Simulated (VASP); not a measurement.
# BAs (F-43m) in VASP: further runs

BAs is run at these levels: PBE, LDA; tasks: single point.

Program: VASP 6.6.1. These are calculated values, not measurements. Logs are shortened: lines on timing, memory, paths and dates and some standing lists are left out, and cuts for length are marked.

## 1. The cell of the first run

The structure is cubic, space group F-43m (No. 216). The conventional cell has a = 4.711 Å, b = 4.711 Å, c = 4.711 Å, α = 90.00°, β = 90.00°, γ = 90.00°. B (site symmetry -43m) has 4 As at 2.04 Å within 2.7 Å. Within 2.7 Å of As (site symmetry -43m) lie 4 B at 2.04 Å.

## 2. Single point, PBE

INCAR reads:

```
SYSTEM = BAs
PREC = Accurate
ENCUT = 500
EDIFF = 1E-6
ISMEAR = -1
SIGMA = 0.02
LREAL = .FALSE.
LASPH = .TRUE.
NELM = 120
ALGO = Normal
ISIF = 2
LWAVE = .FALSE.
LCHARG = .FALSE.
GGA = PE
NBANDS = 11
GGA_COMPAT = .FALSE.
```

KPOINTS reads:

```
regular mesh
0
G
  10 10 10
  0 0 0
```

POSCAR reads:

```
BAs
1.0
    0.0000000000      2.3553277788      2.3553277788
    2.3553277788      0.0000000000      2.3553277788
    2.3553277788      2.3553277788      0.0000000000
B As
1 1
Direct
    0.0000000000      0.0000000000      0.0000000000
    0.2500000000      0.2500000000      0.2500000000
```

Potentials or basis: VASP PAW PBE potentials, release 64 (B, As).

The run is started by

```bash
$ cat potpaw_PBE.64/B/POTCAR potpaw_PBE.64/As/POTCAR > POTCAR
$ mpirun -np 1 vasp_std > vasp.out
```

OUTCAR:

```text
SYSTEM = BAs
   PREC = Accurate
   ENCUT = 500
   EDIFF = 1E-6
   ISMEAR = -1
   LREAL = .FALSE.
   LASPH = .TRUE.
   NELM = 120
   ISIF = 2
   GGA = PE

 ion  position               nearest neighbor table
   1  0.000  0.000  0.000-   2 2.04   2 2.04   2 2.04   2 2.04
   2  0.250  0.250  0.250-   1 2.04   1 2.04   1 2.04   1 2.04

  LATTYP: Found a face centered cubic cell.
 ALAT       =     4.7106555576

  Lattice vectors:

 A1 = (   0.0000000000,   2.3553277788,   2.3553277788)
 A2 = (   2.3553277788,   0.0000000000,   2.3553277788)
 A3 = (   2.3553277788,   2.3553277788,   0.0000000000)

Analysis of symmetry for initial positions (statically):
=====================================================================
 Subroutine PRICEL returns:
 Original cell was already a primitive cell.

 Routine SETGRP: Setting up the symmetry group for a
 face centered cubic supercell.

 Subroutine GETGRP returns: Found 24 space group operations
 (whereof 24 operations were pure point group operations)
 out of a pool of 48 trial point group operations.

The static configuration has the point symmetry T_d .

Analysis of symmetry for dynamics (positions and initial velocities):
=====================================================================
 Subroutine PRICEL returns:
 Original cell was already a primitive cell.

 Routine SETGRP: Setting up the symmetry group for a
 face centered cubic supercell.

 Subroutine GETGRP returns: Found 24 space group operations
 (whereof 24 operations were pure point group operations)
 out of a pool of 48 trial point group operations.

The dynamic configuration has the point symmetry T_d .

 Subroutine INISYM returns: Found 24 space group operations
 (whereof 24 operations are pure point group operations),
 and found     1 'primitive' translations

----------------------------------------------------------------------------------------

                                     Primitive cell

  volume of cell :      26.1327

  direct lattice vectors                    reciprocal lattice vectors
     0.000000000  2.355327779  2.355327779    -0.212284678  0.212284678  0.212284678
     2.355327779  0.000000000  2.355327779     0.212284678 -0.212284678  0.212284678
     2.355327779  2.355327779  0.000000000     0.212284678  0.212284678 -0.212284678

  length of vectors
     3.330936489  3.330936489  3.330936489     0.367687849  0.367687849  0.367687849

  position of ions in fractional coordinates (direct lattice)
     0.000000000  0.000000000  0.000000000
[... 80 lines left out ...]
   EDIFFG = 0.1E-04   stopping-criterion for IOM
   NSW    =      0    number of steps for IOM
   IBRION =     -1    ionic relax: 0-MD 1-quasi-New 2-CG
   NFREE  =      0    steps in history (QN), initial steepest desc. (CG)
   ISIF   =      2    stress and relaxation
   ISYM   =      2    0-nonsym 1-usesym 2-fastsym
   POTIM  = 0.5000    time-step for ionic-motion
   TEBEG  =    0.0;   TEEND  =   0.0 temperature during run
   PSTRESS=    0.0 pullay stress
   NELECT =       8.0000    total number of electrons
   NUPDOWN=      -1.0000    fix difference up-down
   EMIN   =  10.00;   EMAX   =-10.00  energy-range for DOS
   EFERMI =   0.00;   METHOD = LEGACY
   ISMEAR =    -1;   SIGMA  =   0.02  broadening in eV -4-tet -1-fermi 0-gaus
   EFERMI_NEDOS =   21; number of points for ismear=-14 and -15
   IALGO  =     38    algorithm
   IMIX   =      4    mixing-type and parameters
     AMIX     =   0.40;   BMIX     =  1.00
     AMIX_MAG =   1.60;   BMIX_MAG =  1.00
  volume/ion in A,a.u.               =      13.07        88.18
  Fermi-wavevector in a.u.,A,eV,Ry     =   1.103342  2.085014 16.563236  1.217364
  Thomas-Fermi vector in A             =   2.239799
   LORBIT       =      0    0 simple, 1 ext, 2 COOP (PROOUT), +10 PAW based schemes
   GGA     = PE    functional components
   LHFCALC =     F    Hartree Fock is set to
   AEXX    =    0.0000 exact exchange contribution
   IVDW    =     0    specifies the selected vdW correction
   LEPSILON=     F    determine dielectric tensor
   LRPA    =     F    only Hartree local field effects (RPA)
 non-spin polarized calculation
  energy-cutoff  :      500.00
  volume of cell :       26.13
 maximum number of plane-waves:       678
   NGX = 13   NGY = 13   NGZ = 13

 number of electron       8.0000001 magnetization

 Free energy of the ion-electron system (eV)
  ---------------------------------------------------
  ext. energy  EPLUGINS =         0.00000000
  ---------------------------------------------------
  free energy    TOTEN  =       -11.35941208 eV

  energy without entropy =      -11.35941208  energy(sigma->0) =      -11.35941208

 E-fermi :   7.0455     XC(G=0): -10.7670

 val. band max:        6.5978928050   @ k =   0.0000   0.0000   0.0000
 cond. band min:       7.7289304159   @ k =   0.4000   0.4000   0.0000
 fundamental gap:      1.1310376109
 Fermi energy:         7.0454984394

 k-point     1 :       0.0000    0.0000    0.0000
  band No.  band energies     occupation
      1      -9.1938      2.00000
      2       6.5979      2.00000
      3       6.5979      2.00000
      4       6.5979      2.00000
      5       9.9284      0.00000
      6       9.9284      0.00000
      7       9.9284      0.00000
      8      11.8248      0.00000
      9      16.3903      0.00000
     10      19.7204      0.00000
     11      19.7204      0.00000
[... 309 lines left out ...]
 k-point    24 :       0.4000    0.3000    0.0000
  band No.  band energies     occupation
      1      -6.4340      2.00000
      2       0.0256      2.00000
      3       2.4441      2.00000
      4       2.9567      2.00000
      5       8.2709      0.00000
      6      10.0036      0.00000
      7      15.7384      0.00000
      8      15.9444      0.00000
      9      19.0225      0.00000
     10      22.7469      0.00000
     11      22.9643      0.00000

 [... further k-points ...]
[... 5 lines left out ...]
  --------------------------------------------------------------------------------------
  -------------------------------------------------------------------------------------
  Total        1.6462253      1.6462253      1.6462253      0.0000000      0.0000000      0.0000000
  in kB      100.9289591    100.9289591    100.9289591      0.0000000      0.0000000      0.0000000
  external PRESSURE =     100.9289591 kB  Pullay stress =       0.0000000 kB

 VOLUME and BASIS-vectors are now :
 -----------------------------------------------------------------------------
  energy-cutoff  :      500.00
  volume of cell :       26.13
      direct lattice vectors                 reciprocal lattice vectors
     0.000000000  2.355327779  2.355327779    -0.212284678  0.212284678  0.212284678
     2.355327779  0.000000000  2.355327779     0.212284678 -0.212284678  0.212284678
     2.355327779  2.355327779  0.000000000     0.212284678  0.212284678 -0.212284678

 POSITION                                       TOTAL-FORCE (eV/Angst)
 -----------------------------------------------------------------------------------
      0.00000      0.00000      0.00000        -0.000000     -0.000000     -0.000000
      1.17766      1.17766      1.17766         0.000000      0.000000      0.000000
 -----------------------------------------------------------------------------------
    total drift:                                0.000000      0.000000      0.000000

  FREE ENERGIE OF THE ION-ELECTRON SYSTEM (eV)
  ---------------------------------------------------
  free  energy   TOTEN  =       -11.3594120779 eV

  energy  without entropy=      -11.3594120779  energy(sigma->0) =      -11.35941208
```

stdout:

```text
POSCAR found type information on POSCAR B As
 POSCAR found :  2 types and       2 ions
 scaLAPACK will be used
 LDA part: xc-table for (Slater+PW92), standard interpolation
 POSCAR, INCAR and KPOINTS ok, starting setup
 FFT: planning ... GRIDC
 FFT: planning ... GRID_SOFT
 FFT: planning ... GRID
 WAVECAR not read
 entering main loop
```

It took 7.6 s on 1 thread of Intel Xeon Platinum 8259CL at 2.50GHz (Skylake/Cascade Lake), shared host; peak memory 0.14 GiB.

Results:

- Free energy: -11.3594 eV
- Pressure: 10.1 GPa
- Band gap on the k mesh: 1.13 eV, indirect (least direct gap 3.33 eV)

A k mesh can miss the band edges. Expect the measured gap to be larger: semilocal functionals such as PBE lack the derivative discontinuity.

## 3. Single point, LDA, non-collinear spin, zero start, spin-orbit coupling

This run uses another cell than the first one, of 13.48 Å³/atom, 1.032 times its volume.

INCAR reads:

```
PREC     = Accurate       # precision mode
ENCUT    = 500            # plane-wave cutoff, eV
EDIFF    = 1E-6           # SCF threshold, eV
ISMEAR   = 0              # smearing method
SIGMA    = 0.02           # smearing width, eV
LREAL    = F              # projectors in reciprocal space
LASPH    = T              # aspherical terms in the spheres
NELM     = 200            # most SCF steps
ALGO     = Normal         # electronic algorithm
ISIF     = 2              # what is computed and relaxed
LWAVE    = F              # write WAVECAR
LCHARG   = F              # write CHGCAR
MAGMOM   = 0 0 0 0 0 0    # initial moments
LORBIT   = 11             # projections on sites
LSORBIT  = T              # spin-orbit coupling
GGA_COMPAT= F            
LORBMOM  = T            
GGA      = CA             # functional
NBANDS   = 20             # bands
```

KPOINTS reads:

```
Automatic mesh
0
Gamma
  10 10 10
```

POSCAR reads:

```
BAs
1.0
    0.0000000000      2.3801225249      2.3801225249
    2.3801225249      0.0000000000      2.3801225249
    2.3801225249      2.3801225249      0.0000000000
B As
1 1
Direct
    0.0000000000      0.0000000000      0.0000000000
    0.2500000000      0.2500000000      0.2500000000
```

Potentials or basis: VASP PAW LDA potentials, release 64 (B, As).

The run is started by

```bash
$ cat potpaw_LDA.64/B/POTCAR potpaw_LDA.64/As/POTCAR > POTCAR
$ mpirun -np 1 vasp_ncl > vasp.out
```

OUTCAR:

```text
PREC = Accurate
   ENCUT = 500
   EDIFF = 1E-6
   ISMEAR = 0
   LREAL = F
   LASPH = T
   NELM = 200
   ISIF = 2
   LORBIT = 11
   LSORBIT = T
   GGA = CA

 ion  position               nearest neighbor table
   1  0.000  0.000  0.000-   2 2.06   2 2.06   2 2.06   2 2.06
   2  0.250  0.250  0.250-   1 2.06   1 2.06   1 2.06   1 2.06

  LATTYP: Found a face centered cubic cell.
 ALAT       =     4.7602450498

  Lattice vectors:

 A1 = (   0.0000000000,   2.3801225249,   2.3801225249)
 A2 = (   2.3801225249,   0.0000000000,   2.3801225249)
 A3 = (   2.3801225249,   2.3801225249,   0.0000000000)

Analysis of symmetry for initial positions (statically):
=====================================================================
 Subroutine PRICEL returns:
 Original cell was already a primitive cell.

 Routine SETGRP: Setting up the symmetry group for a
 face centered cubic supercell.

 Subroutine GETGRP returns: Found 24 space group operations
 (whereof 24 operations were pure point group operations)
 out of a pool of 48 trial point group operations.

The static configuration has the point symmetry T_d .

Analysis of symmetry for dynamics (positions and initial velocities):
=====================================================================
 Subroutine PRICEL returns:
 Original cell was already a primitive cell.

 Routine SETGRP: Setting up the symmetry group for a
 face centered cubic supercell.

 Subroutine GETGRP returns: Found 24 space group operations
 (whereof 24 operations were pure point group operations)
 out of a pool of 48 trial point group operations.

The dynamic configuration has the point symmetry T_d .

Analysis of structural, dynamic, and magnetic symmetry:
=====================================================================
 Subroutine PRICEL returns:
 Original cell was already a primitive cell.

 Routine SETGRP: Setting up the symmetry group for a
 face centered cubic supercell.

 Subroutine GETGRP returns: Found 24 space group operations
 (whereof 24 operations were pure point group operations)
 out of a pool of 48 trial point group operations.

The overall configuration has the point symmetry T_d .

 Subroutine INISYM returns: Found 24 space group operations
 (whereof 24 operations are pure point group operations),
 and found     1 'primitive' translations

----------------------------------------------------------------------------------------

                                     Primitive cell

  volume of cell :      26.9667

  direct lattice vectors                    reciprocal lattice vectors
     0.000000000  2.380122525  2.380122525    -0.210073219  0.210073219  0.210073219
     2.380122525  0.000000000  2.380122525     0.210073219 -0.210073219  0.210073219
     2.380122525  2.380122525  0.000000000     0.210073219  0.210073219 -0.210073219

  length of vectors
     3.366001555  3.366001555  3.366001555     0.363857488  0.363857488  0.363857488

  position of ions in fractional coordinates (direct lattice)
[... 145 lines left out ...]
      6       6.3425      1.00000
[... 541 lines left out ...]
     19      17.8677      0.00000
     20      17.8917      0.00000

 [... further k-points ...]
[... 5 lines left out ...]
  --------------------------------------------------------------------------------------
  -------------------------------------------------------------------------------------
  Total       -0.2707799     -0.2707799     -0.2707799     -0.0000000     -0.0000000      0.0000000
  in kB      -16.0878876    -16.0878876    -16.0878876     -0.0000000     -0.0000000      0.0000000
  external PRESSURE =     -16.0878876 kB  Pullay stress =       0.0000000 kB

 VOLUME and BASIS-vectors are now :
 -----------------------------------------------------------------------------
  energy-cutoff  :      500.00
  volume of cell :       26.97
      direct lattice vectors                 reciprocal lattice vectors
     0.000000000  2.380122525  2.380122525    -0.210073219  0.210073219  0.210073219
     2.380122525  0.000000000  2.380122525     0.210073219 -0.210073219  0.210073219
     2.380122525  2.380122525  0.000000000     0.210073219  0.210073219 -0.210073219

 POSITION                                       TOTAL-FORCE (eV/Angst)
 -----------------------------------------------------------------------------------
      0.00000      0.00000      0.00000         0.000000      0.000000      0.000000
      1.19006      1.19006      1.19006        -0.000000     -0.000000     -0.000000
 -----------------------------------------------------------------------------------
    total drift:                               -0.000000     -0.000000     -0.000000

  FREE ENERGIE OF THE ION-ELECTRON SYSTEM (eV)
  ---------------------------------------------------
  free  energy   TOTEN  =       -12.9359267479 eV

  energy  without entropy=      -12.9359267479  energy(sigma->0) =      -12.93592675

 orbital moment (x)

 # of ion     p       d       tot
 ----------------------------------------
  1         0.000   0.000   0.000
  2        -0.000   0.000  -0.000
 ----------------------------------------
            0.000   0.000   0.000

 orbital moment (y)

 # of ion     p       d       tot
 ----------------------------------------
  1         0.000   0.000   0.000
  2        -0.000  -0.000  -0.000
 ----------------------------------------
            0.000  -0.000   0.000

 orbital moment (z)

 # of ion     p       d       tot
 ----------------------------------------
  1        -0.000   0.000  -0.000
  2         0.000   0.000   0.000
 ----------------------------------------
           -0.000   0.000  -0.000

 Spin-Orbit-Coupling matrix elements

 Ion:    1  E_soc:     -0.0000105
 l=   1
     0.0000000    -0.0000017    -0.0000017
    -0.0000017     0.0000000    -0.0000017
    -0.0000017    -0.0000017     0.0000000
 l=   2
     0.0000000     0.0000000     0.0000000     0.0000000     0.0000000
     0.0000000     0.0000000     0.0000000     0.0000000     0.0000000
     0.0000000     0.0000000     0.0000000     0.0000000     0.0000000
     0.0000000     0.0000000     0.0000000     0.0000000     0.0000000
     0.0000000     0.0000000     0.0000000     0.0000000     0.0000000
 l=   3
     0.0000000     0.0000000     0.0000000     0.0000000     0.0000000     0.0000000     0.0000000
     0.0000000     0.0000000     0.0000000     0.0000000     0.0000000     0.0000000     0.0000000
     0.0000000     0.0000000     0.0000000     0.0000000     0.0000000     0.0000000     0.0000000
     0.0000000     0.0000000     0.0000000     0.0000000     0.0000000     0.0000000     0.0000000
     0.0000000     0.0000000     0.0000000     0.0000000     0.0000000     0.0000000     0.0000000
     0.0000000     0.0000000     0.0000000     0.0000000     0.0000000     0.0000000     0.0000000
     0.0000000     0.0000000     0.0000000     0.0000000     0.0000000     0.0000000     0.0000000

 Ion:    2  E_soc:     -0.0224300
 l=   1
     0.0000000    -0.0037118    -0.0037118
    -0.0037118     0.0000000    -0.0037118
    -0.0037118    -0.0037118     0.0000000
 l=   2
     0.0000000    -0.0000133     0.0000000    -0.0000133    -0.0000132
    -0.0000133     0.0000000    -0.0000099    -0.0000133    -0.0000033
     0.0000000    -0.0000099     0.0000000    -0.0000099     0.0000000
    -0.0000133    -0.0000133    -0.0000099     0.0000000    -0.0000033
    -0.0000132    -0.0000033     0.0000000    -0.0000033     0.0000000
 l=   3
     0.0000000     0.0000000     0.0000000     0.0000000     0.0000000     0.0000000     0.0000000
     0.0000000     0.0000000     0.0000000     0.0000000     0.0000000     0.0000000     0.0000000
     0.0000000     0.0000000     0.0000000     0.0000000     0.0000000     0.0000000     0.0000000
     0.0000000     0.0000000     0.0000000     0.0000000     0.0000000     0.0000000     0.0000000
     0.0000000     0.0000000     0.0000000     0.0000000     0.0000000     0.0000000     0.0000000
     0.0000000     0.0000000     0.0000000     0.0000000     0.0000000     0.0000000     0.0000000
     0.0000000     0.0000000     0.0000000     0.0000000     0.0000000     0.0000000     0.0000000

 total charge

# of ion       s       p       d       tot
------------------------------------------
    1        0.652   1.192   0.000   1.844
    2        1.178   1.683   0.088   2.950
--------------------------------------------------
tot          1.831   2.875   0.088   4.794

 magnetization (x)

# of ion       s       p       d       tot
------------------------------------------
    1       -0.000  -0.000   0.000  -0.000
    2        0.000  -0.000   0.000  -0.000
--------------------------------------------------
tot         -0.000  -0.000   0.000  -0.000

 magnetization (y)

# of ion       s       p       d       tot
------------------------------------------
    1        0.000   0.000   0.000   0.000
    2       -0.000  -0.000   0.000  -0.000
--------------------------------------------------
tot         -0.000  -0.000   0.000  -0.000

 magnetization (z)

# of ion       s       p       d       tot
------------------------------------------
    1       -0.000   0.000   0.000   0.000
    2        0.000   0.000   0.000   0.000
--------------------------------------------------
tot         -0.000   0.000   0.000   0.000
```

It took 91 s on 1 thread of Intel Xeon Platinum 8259CL at 2.50GHz (Skylake/Cascade Lake), shared host; peak memory 0.24 GiB.

Results:

```yaml
Free_energy: -12.9359 eV
Pressure: -1.6 GPa
Net_moment: 0.00 μB per cell
Valence_electrons_inside_the_program's_atomic_spheres: B 1.84; As 2.95
```

Moments on the atoms (μB; x, y, z):
```
B   0.00 0.00 0.00
As  0.00 0.00 0.00
```
